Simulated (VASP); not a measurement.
# Gd (Fm-3m) in VASP: further runs

Gd is run at these levels: PBEsol; tasks: single point, relaxation of cell and atoms.

All numbers are computed with VASP 6.6.1; they aren't measurements. Logs are shortened: lines on timing, memory, paths and dates and some standing lists are left out, and cuts for length are marked.

### Step 1. The cell of the first run

The structure is cubic, space group Fm-3m (No. 225). The conventional cell has a = 4.972 Å, b = 4.972 Å, c = 4.972 Å, α = 90.00°, β = 90.00°, γ = 90.00°. Within 4.6 Å of Gd (site symmetry m-3m) lie 12 Gd at 3.52 Å.

### Step 2. Single point, PBEsol, collinear spin, ferromagnetic start

Contents of INCAR:

```
SYSTEM = Gd
PREC = Accurate ; ENCUT = 520
EDIFF = 1E-6 ; ISMEAR = -1
SIGMA = 0.1 ; LREAL = .FALSE.
LASPH = .TRUE. ; NELM = 150
ALGO = Normal ; ISIF = 2
LWAVE = .FALSE. ; LCHARG = .FALSE.
ISPIN = 2 ; MAGMOM = 7
LORBIT = 11 ; LMAXMIX = 6
GGA = PS ; NBANDS = 19
```

Contents of KPOINTS:

```
Automatic mesh
0
G
  13 13 13
  0 0 0
```

Contents of POSCAR:

```
Gd
1.0
    0.0000000000      2.4857529157      2.4857529157
    2.4857529157      0.0000000000      2.4857529157
    2.4857529157      2.4857529157      0.0000000000
Gd
1
Direct
    0.0000000000      0.0000000000      0.0000000000
```

Potentials or basis: VASP PAW PBE potentials, release 64 (Gd).

The run is started by

```sh
$ cat potpaw_PBE.64/Gd/POTCAR > POTCAR
$ mpirun -np 1 vasp_std > vasp.out
```

OUTCAR:

```text
SYSTEM = Gd
   PREC = Accurate
   ENCUT = 520
   EDIFF = 1E-6
   ISMEAR = -1
   LREAL = .FALSE.
   LASPH = .TRUE.
   NELM = 150
   ISIF = 2
   ISPIN = 2
   LORBIT = 11
   GGA = PS

 ion  position               nearest neighbor table
   1  0.000  0.000  0.000-

  LATTYP: Found a face centered cubic cell.
 ALAT       =     4.9715058314

  Lattice vectors:

 A1 = (   0.0000000000,   2.4857529157,   2.4857529157)
 A2 = (   2.4857529157,   0.0000000000,   2.4857529157)
 A3 = (   2.4857529157,   2.4857529157,   0.0000000000)

Analysis of symmetry for initial positions (statically):
=====================================================================
 Subroutine PRICEL returns:
 Original cell was already a primitive cell.

 Routine SETGRP: Setting up the symmetry group for a
 face centered cubic supercell.

 Subroutine GETGRP returns: Found 48 space group operations
 (whereof 48 operations were pure point group operations)
 out of a pool of 48 trial point group operations.

The static configuration has the point symmetry O_h .

Analysis of symmetry for dynamics (positions and initial velocities):
=====================================================================
 Subroutine PRICEL returns:
 Original cell was already a primitive cell.

 Routine SETGRP: Setting up the symmetry group for a
 face centered cubic supercell.

 Subroutine GETGRP returns: Found 48 space group operations
 (whereof 48 operations were pure point group operations)
 out of a pool of 48 trial point group operations.

The dynamic configuration has the point symmetry O_h .

Analysis of structural, dynamic, and magnetic symmetry:
=====================================================================
 Subroutine PRICEL returns:
 Original cell was already a primitive cell.

 Routine SETGRP: Setting up the symmetry group for a
 face centered cubic supercell.

 Subroutine GETGRP returns: Found 48 space group operations
 (whereof 48 operations were pure point group operations)
 out of a pool of 48 trial point group operations.

The overall configuration has the point symmetry O_h .

 Subroutine INISYM returns: Found 48 space group operations
 (whereof 48 operations are pure point group operations),
 and found     1 'primitive' translations

----------------------------------------------------------------------------------------

                                     Primitive cell

  volume of cell :      30.7188

  direct lattice vectors                    reciprocal lattice vectors
     0.000000000  2.485752916  2.485752916    -0.201146299  0.201146299  0.201146299
     2.485752916  0.000000000  2.485752916     0.201146299 -0.201146299  0.201146299
     2.485752916  2.485752916  0.000000000     0.201146299  0.201146299 -0.201146299

  length of vectors
     3.515385486  3.515385486  3.515385486     0.348395610  0.348395610  0.348395610

  position of ions in fractional coordinates (direct lattice)
     0.000000000  0.000000000  0.000000000

  ion indices of the primitive-cell ions
   primitive index   ion index
                 1           1

----------------------------------------------------------------------------------------

 KPOINTS: Automatic mesh

Automatic generation of k-mesh.
 Grid dimensions read from file:
 generate k-points for:   13   13   13

 Generating k-lattice:

  Cartesian coordinates                     Fractional coordinates (reciprocal lattice)
    -0.015472792  0.015472792  0.015472792     0.076923077  0.000000000  0.000000000
     0.015472792 -0.015472792  0.015472792     0.000000000  0.076923077  0.000000000
     0.015472792  0.015472792 -0.015472792     0.000000000  0.000000000  0.076923077

  Length of vectors
     0.026799662  0.026799662  0.026799662

  Shift w.r.t. Gamma in fractional coordinates (k-lattice)
     0.000000000  0.000000000  0.000000000

 Subroutine IBZKPT returns following result:
 ===========================================

 Found     84 irreducible k-points:

 Following reciprocal coordinates:
            Coordinates               Weight
  0.000000  0.000000  0.000000      1.000000
  0.076923  0.000000  0.000000      8.000000
  0.153846  0.000000  0.000000      8.000000
  0.230769  0.000000  0.000000      8.000000
  0.307692  0.000000  0.000000      8.000000
  0.384615  0.000000  0.000000      8.000000
[... 16 lines left out ...]
  0.384615  0.153846  0.000000     24.000000
  0.461538  0.153846  0.000000     24.000000
 [... further k-points ...]
   k-points           NKPTS =     84   k-points in BZ     NKDIM =     84   number of bands    NBANDS=     19
   number of dos      NEDOS =    301   number of ions     NIONS =      1
   total plane-waves  NPLWV =  21952
   dimension x,y,z NGX =    28 NGY =   28 NGZ =   28
   dimension x,y,z NGXF=    56 NGYF=   56 NGZF=   56
   ions per type =               1
   NGX,Y,Z   is equivalent  to a cutoff of  13.24, 13.24, 13.24 a.u.
   NGXF,Y,Z  is equivalent  to a cutoff of  26.48, 26.48, 26.48 a.u.
 SYSTEM =  Gd
   PREC   = accura    normal or accurate (medium, high low for compatibility)
   ISTART =      0    job   : 0-new  1-cont  2-samecut
   ICHARG =      2    charge: 1-file 2-atom 10-const
   ISPIN  =      2    spin polarized calculation?
   LNONCOLLINEAR =      F non collinear calculations
   LSORBIT =      F    spin-orbit coupling
   LASPH  =      T    aspherical Exc in radial PAW
   ENCUT  =  520.0 eV  38.22 Ry    6.18 a.u.   6.54  6.54  6.54*2*pi/ulx,y,z
   NELM   =    150;   NELMIN=  2; NELMDL= -5     # of ELM steps
   EDIFF  = 0.1E-05   stopping-criterion for ELM
   LREAL  =      F    real-space projection
   EDIFFG = 0.1E-04   stopping-criterion for IOM
   NSW    =      0    number of steps for IOM
   IBRION =     -1    ionic relax: 0-MD 1-quasi-New 2-CG
   NFREE  =      0    steps in history (QN), initial steepest desc. (CG)
   ISIF   =      2    stress and relaxation
   ISYM   =      2    0-nonsym 1-usesym 2-fastsym
   POTIM  = 0.5000    time-step for ionic-motion
   TEBEG  =    0.0;   TEEND  =   0.0 temperature during run
   PSTRESS=    0.0 pullay stress
   NELECT =      18.0000    total number of electrons
   NUPDOWN=      -1.0000    fix difference up-down
   EMIN   =  10.00;   EMAX   =-10.00  energy-range for DOS
   EFERMI =   0.00;   METHOD = LEGACY
   ISMEAR =    -1;   SIGMA  =   0.10  broadening in eV -4-tet -1-fermi 0-gaus
   EFERMI_NEDOS =   21; number of points for ismear=-14 and -15
   IALGO  =     38    algorithm
   IMIX   =      4    mixing-type and parameters
     AMIX     =   0.40;   BMIX     =  1.00
     AMIX_MAG =   1.60;   BMIX_MAG =  1.00
  volume/ion in A,a.u.               =      30.72       207.30
  Fermi-wavevector in a.u.,A,eV,Ry     =   1.369928  2.588788 25.534087  1.876702
  Thomas-Fermi vector in A             =   2.495760
   LORBIT       =     11    0 simple, 1 ext, 2 COOP (PROOUT), +10 PAW based schemes
   GGA     = PS    functional components
   LHFCALC =     F    Hartree Fock is set to
   AEXX    =    0.0000 exact exchange contribution
   IVDW    =     0    specifies the selected vdW correction
   LEPSILON=     F    determine dielectric tensor
   LRPA    =     F    only Hartree local field effects (RPA)
 spin polarized calculation
  energy-cutoff  :      520.00
  volume of cell :       30.72
 maximum number of plane-waves:       869
 NGX is ok and might be reduce to    28
   NGX = 13   NGY = 13   NGZ = 13

 number of electron      18.0000007 magnetization       7.3412230

 Free energy of the ion-electron system (eV)
  ---------------------------------------------------
  ext. energy  EPLUGINS =         0.00000000
  ---------------------------------------------------
  free energy    TOTEN  =       -12.03673380 eV

  energy without entropy =      -11.96777250  energy(sigma->0) =      -12.00225315

 E-fermi :   3.2169     XC(G=0): -10.4536

 val. band max:        3.2028749623   @ k =  -0.1538   0.2308   0.0769
 cond. band min:       3.2216483097   @ k =  -0.3077   0.2308   0.0000
 fundamental gap:      0.0187733474
 Fermi energy:         3.2168937063

 spin component 1

 k-point     1 :       0.0000    0.0000    0.0000
  band No.  band energies     occupation
      1     -41.8302      1.00000
      2     -18.7915      1.00000
      3     -18.7915      1.00000
      4     -18.7915      1.00000
      5      -1.9190      1.00000
      6      -1.4062      1.00000
[... 11 lines left out ...]
     18      12.6114      0.00000
     19      16.1533      0.00000

 k-point     2 :       0.0769    0.0000    0.0000
  band No.  band energies     occupation
      1     -41.8253      1.00000
      2     -18.8466      1.00000
      3     -18.7982      1.00000
      4     -18.7982      1.00000
      5      -1.7437      1.00000
      6      -1.4010      1.00000
[... 476 lines left out ...]
 k-point    24 :       0.4615    0.1538    0.0000
  band No.  band energies     occupation
      1     -41.7413      1.00000
      2     -19.5706      1.00000
      3     -19.0086      1.00000
      4     -18.9546      1.00000
      5      -1.3678      1.00000
      6      -1.3370      1.00000
[... 11 lines left out ...]
     18      11.9347      0.00000
     19      14.0578      0.00000

 [... further k-points ...]

 spin component 2

 k-point     1 :       0.0000    0.0000    0.0000
  band No.  band energies     occupation
      1     -38.6853      1.00000
      2     -16.4378      1.00000
      3     -16.4378      1.00000
      4     -16.4378      1.00000
      5      -1.1918      1.00000
      6       3.6085      0.01952
[... 11 lines left out ...]
     18      13.5655      0.00000
     19      16.8905      0.00000

 k-point     2 :       0.0769    0.0000    0.0000
  band No.  band energies     occupation
      1     -38.6791      1.00000
      2     -16.5064      1.00000
      3     -16.4458      1.00000
      4     -16.4458      1.00000
      5      -1.0059      1.00000
      6       3.5908      0.02322
[... 476 lines left out ...]
 k-point    24 :       0.4615    0.1538    0.0000
  band No.  band energies     occupation
      1     -38.5729      1.00000
      2     -17.3885      1.00000
      3     -16.7009      1.00000
      4     -16.6335      1.00000
      5       1.9264      1.00000
      6       3.5038      0.05372
[... 11 lines left out ...]
     18      13.1587      0.00000
     19      14.9644      0.00000

 [... further k-points ...]
[... 5 lines left out ...]
  --------------------------------------------------------------------------------------
  -------------------------------------------------------------------------------------
  Total        0.0228339      0.0228339      0.0228339      0.0000000      0.0000000      0.0000000
  in kB        1.1909311      1.1909311      1.1909311      0.0000000      0.0000000      0.0000000
  external PRESSURE =       1.1909311 kB  Pullay stress =       0.0000000 kB

 VOLUME and BASIS-vectors are now :
 -----------------------------------------------------------------------------
  energy-cutoff  :      520.00
  volume of cell :       30.72
      direct lattice vectors                 reciprocal lattice vectors
     0.000000000  2.485752916  2.485752916    -0.201146299  0.201146299  0.201146299
     2.485752916  0.000000000  2.485752916     0.201146299 -0.201146299  0.201146299
     2.485752916  2.485752916  0.000000000     0.201146299  0.201146299 -0.201146299

 POSITION                                       TOTAL-FORCE (eV/Angst)
 -----------------------------------------------------------------------------------
      0.00000      0.00000      0.00000         0.000000      0.000000      0.000000
 -----------------------------------------------------------------------------------
    total drift:                               -0.000000     -0.000000     -0.000000

  FREE ENERGIE OF THE ION-ELECTRON SYSTEM (eV)
  ---------------------------------------------------
  free  energy   TOTEN  =       -12.0367338041 eV

  energy  without entropy=      -11.9677725027  energy(sigma->0) =      -12.00225315

 total charge

# of ion       s       p       d       f       tot
--------------------------------------------------
    1        2.076   5.537   0.615   6.999  15.227

 magnetization (x)

# of ion       s       p       d       f       tot
--------------------------------------------------
    1        0.003  -0.051   0.153   6.787   6.893
```

Wall time 1.9 min (1 thread of AMD EPYC 9R45 (Zen 5), shared host); peak memory 0.21 GiB.

What came out:

```
Free energy                                           : -12.0367 eV
Pressure                                              : 0.1 GPa
Net moment                                            : 7.34 μB per cell
Site moments                                          : Gd +6.89 μB
Valence electrons inside the program's atomic spheres : Gd 15.23
```

Caveat: the PAW data sets were made with another functional, which shifts forces and pressure a little; spin-orbit coupling is left out, which moves the levels of the heavy elements. The state reached can hang on the start; a lower one may exist.

### Step 3. Relaxation of cell and atoms, PBEsol, collinear spin, ferromagnetic start, target pressure 0.027 GPa, at which the enthalpy is minimised

Contents of INCAR:

```
ALGO = Normal
EDIFF = 1E-7
EDIFFG = -0.005
ENCUT = 600
GGA = PS
IBRION = 2
ISIF = 3
ISMEAR = -1
ISPIN = 2
LASPH = True
LCHARG = False
LMAXMIX = 6
LORBIT = 11
LREAL = False
LWAVE = False
MAGMOM = 7
NELM = 150
NSW = 60
PREC = Accurate
PSTRESS = 0.27
SIGMA = 0.1
```

Contents of KPOINTS:

```
k-points
0
Gamma
  13 13 13
```

POSCAR is that of step 2.

Potentials or basis: VASP PAW PBE potentials, release 64 (Gd).

The run is started by

```sh
$ cat potpaw_PBE.64/Gd/POTCAR > POTCAR
$ mpirun -np 1 vasp_std > vasp.out
```

It took 2.8 min on 1 thread of AMD EPYC 9R45 (Zen 5), shared host; peak memory 0.22 GiB.

The run converged. Its results:

```yaml
Free_energy: -12.0383 eV
Relaxed_volume: 30.74 Å³/atom
Relaxed_cell: a = 3.516 Å, b = 3.516 Å, c = 3.516 Å, α = 60.00°, β = 60.00°, γ = 60.00°
Space_group_after_relaxing_to_0.05_Å: Fm-3m (No. 225)
Energy_change_on_relaxing_the_enthalpy_is_what_falls: -0.0 meV/atom
Ionic_steps: 2
Pressure_after_relaxing: 0.0 GPa
Net_moment: 7.34 μB per cell
Site_moments: Gd +6.89 μB
Valence_electrons_inside_the_program's_atomic_spheres: Gd 15.23
```

Final structure:
```xyz
1
Lattice="0.0000 2.4864 2.4864 2.4864 0.0000 2.4864 2.4864 2.4864 0.0000" Properties=species:S:1:pos:R:3 pbc="T T T"
Gd    4.9729    2.4864    2.4864
```

Levels at points of the mesh, in eV from the Fermi level:
Spin up:
```tsv
k point	band 11	band 12	band 13	band 14	band 15	band 16
(0.00, 0.00, 0.00)	-4.42	-4.42	1.44	1.44	1.44	3.89
```
Spin down:
```
           k point  band 3  band 4  band 5  band 6  band 7  band 8
(0.00, 0.00, 0.00)  -19.66  -19.66   -4.41    0.39    0.63    0.63
```

Caveat: the cell is relaxed towards a set pressure, so the enthalpy falls and the energy may rise; the PAW data sets were made with another functional, which shifts forces and pressure a little; spin-orbit coupling is left out, which moves the levels of the heavy elements.
